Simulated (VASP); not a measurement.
Here is a VASP 6.6.1 calculation.

Contents of INCAR:

```
SYSTEM = CaSe
ALGO = Normal
EDIFF = 1E-6
ENCUT = 520
GGA = PE
ISIF = 2
ISMEAR = -1
LASPH = .True.
LCHARG = .False.
LREAL = .False.
LWAVE = .False.
NBANDS = 15
NELM = 60
PREC = Accurate
SIGMA = 0.02
```

The input KPOINTS:

```
k-points
0
Gamma
  7 7 7
  0 0 0
```

File POSCAR:

```
CaSe
1.0
    0.0000000000      2.9560000000      2.9560000000
    2.9560000000      0.0000000000      2.9560000000
    2.9560000000      2.9560000000      0.0000000000
Ca Se
1 1
Direct
    0.0000000000      0.0000000000      0.0478420162
    0.5000000000      0.5000000000      0.5000000000
```

Potentials or basis: VASP PAW PBE potentials, release 64 (Ca_sv, Se).

Launch:

```sh
$ cat potpaw_PBE.64/Ca_sv/POTCAR potpaw_PBE.64/Se/POTCAR > POTCAR
$ mpirun -np 1 vasp_std > vasp.out
```

**Question.** What does it give for the largest force?

**Answer.** 0.651 eV/Å.

**Question.** What does it give for the band gap on the k mesh?

**Answer.** 2.22 eV, indirect (least direct gap 3.07 eV).

**Question.** Predict the pressure.

**Answer.** 2.1 GPa.

Forces on the atoms (eV/Å):
```
Ca  -0.461 -0.461  0.000
Se   0.461  0.461  0.000
```

Caveat: the cell differs from its parent crystal (atom 1 (Ca) moved by [0.141421, 0.141421, 0.0] A). A k mesh can miss the band edges.
